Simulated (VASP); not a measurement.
Cu, 1 atom in the cell. The structure is cubic, space group Fm-3m (No. 225). Conventional cell: a = 3.492 Å, b = 3.492 Å, c = 3.492 Å, α = 90.00°, β = 90.00°, γ = 90.00°. Cu (site symmetry m-3m) has 12 Cu at 2.47 Å within 3.3 Å. 

* Program: VASP 6.6.1
* Task: single point
* Functional: PBE
* Dispersion: D4
* Potentials or basis: VASP PAW PBE potentials, release 64 (Cu_sv_GW)
* Cutoff: 820 eV
* k mesh: 13 × 13 × 13
* Occupations: methfessel-paxton, width 0.05 eV
* Spin: no spin polarisation
* Dipole correction: no
* Further INCAR settings: ALGO = Normal; EDIFF = 1e-06; NBANDS = 16

Potentials or basis: VASP PAW PBE potentials, release 64 (Cu_sv_GW).

Command:

```bash
$ cat potpaw_PBE.64/Cu_sv_GW/POTCAR > POTCAR
$ mpirun -np 1 vasp_std > vasp.out
```

Hardware: 1 thread of Intel(R) Xeon(R) 6975P-C (Granite Rapids), on a shared host.

Problem. Estimate the wall time of this run.

Solution. Wall time 12 s on 1 thread of Intel(R) Xeon(R) 6975P-C (Granite Rapids), with other jobs on the host, peak memory 0.17 GiB. Counts: scf iterations 11, k points 84.
